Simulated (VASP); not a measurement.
**ZnS: single point with PBE**

ZnS:

```
Zn S
1.0
     0.00000    2.72156    2.41539
     2.72156    0.00000    2.41539
     2.72156    2.72156    0.00000
Zn S
1 1
Direct
  0.00000 0.00000 0.00000
  0.75000 0.75000 0.75000
```

This cell differs from its parent crystal: strain -0.1125 x Voigt [0, 0, 1, 0, 0, 0].

```json
{
 "Program": "VASP 6.6.1",
 "Task": "single point",
 "Functional": "PBE",
 "Potentials or basis": "VASP PAW PBE potentials, release 64 (Zn, S)",
 "Cutoff": "520 eV",
 "k mesh": "8 × 8 × 8",
 "Occupations": "gaussian, width 0.05 eV",
 "Spin": "no spin polarisation"
}
```

```yaml
Pressure: 10.5 GPa
Band_gap_on_the_k_mesh: 2.30 eV, direct
```

Stress tensor (GPa, compression positive):
```
 9.49  0.00  0.00
 0.00  9.49  0.00
 0.00  0.00 12.52
```

Levels at points of the mesh, in eV from the valence-band top:
| k point | band 7 | band 8 | band 9 | band 10 | band 11 | band 12 |
| --- | --- | --- | --- | --- | --- | --- |
| (0.00, 0.00, 0.00) | -0.35 | -0.35 | 0.00 | 2.30 | 6.19 | 6.19 |
| (0.50, 0.00, 0.00) | -6.00 | -1.54 | -0.90 | 3.07 | 6.13 | 7.51 |
| (0.50, 0.50, 0.00) | -4.64 | -3.22 | -3.22 | 2.58 | 3.02 | 12.24 |
| (0.50, 0.00, 0.50) | -5.34 | -2.66 | -2.36 | 3.23 | 4.29 | 10.89 |

Wall time 25 s on 1 thread of AMD EPYC 7R43 64-Core Processor (Zen 3), with other jobs on the host, peak memory 0.14 GiB.

Caveat: the cell differs from its parent crystal (strain -0.1125 x Voigt [0, 0, 1, 0, 0, 0]). A k mesh can miss the band edges.
